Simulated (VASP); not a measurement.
Wanted: the native input for a VASP 6.6.1 run.

```yaml
Task: electric field gradients
Functional: PBE
Potentials_or_basis: VASP PAW PBE potentials, release 64 (Si, O_h)
Cutoff: 910 eV
k_mesh: 6 × 6 × 6
Occupations: fermi-dirac, width 0.02 eV
Spin: no spin polarisation
Dipole_correction: no
Further_INCAR_settings: ALGO = Normal; EDIFF = 1e-08; NBANDS = 25
```

The structure of SiO2 lies in POSCAR:

```
SiO2
1.0
   -2.3740500000      2.3740500000      3.7440000000
    2.3740500000     -2.3740500000      3.7440000000
    2.3740500000      2.3740500000     -3.7440000000
Si O
2 4
Direct
    0.0000000000      0.0000000000      0.0000000000
    0.7500000000      0.2500000000      0.5000000000
    1.0014241066      0.6250000000      0.8764241066
    0.3750000000      0.2514241066      0.3764241066
    0.7485758934      0.1250000000      0.1235758934
    0.8750000000     -0.0014241066      0.6235758934
```

The input as run:

INCAR

```
PREC = Accurate
ENCUT = 910
EDIFF = 1E-8
ISMEAR = -1
SIGMA = 0.02
LREAL = False
LASPH = True
NELM = 120
ALGO = Normal
ISIF = 2
LWAVE = False
LCHARG = False
GGA = PE
LEFG = True
NBANDS = 25
GGA_COMPAT = False
```

KPOINTS

```
Automatic mesh
0
Gamma
  6 6 6
```

Potentials or basis: VASP PAW PBE potentials, release 64 (Si, O_h).

The run is started by

```console
$ cat potpaw_PBE.64/Si/POTCAR potpaw_PBE.64/O_h/POTCAR > POTCAR
$ mpirun -np 1 vasp_std > vasp.out
```

It gave:

```json
{
  "Pressure": "1.8 GPa",
  "Largest force": "0.005 eV/Å",
  "Band gap on the k mesh": "6.03 eV",
  "Largest electric field gradient by atom": "Si -5.4; O +86.2 V/Å²"
}
```

Caveat: the cutoff is under 1.25 times the usual one of these potentials, so pressure, stress and relaxed cells hold a basis-set (Pulay) error; without QUAD_EFG the Cq values of the log hold for a quadrupole moment of 1 mb, not for the nuclei.

Run time: 4.9 min on 1 thread of Intel(R) Xeon(R) Platinum 8259CL CPU @ 2.50GHz (Skylake/Cascade Lake) (shared host), peak memory 0.38 GiB.
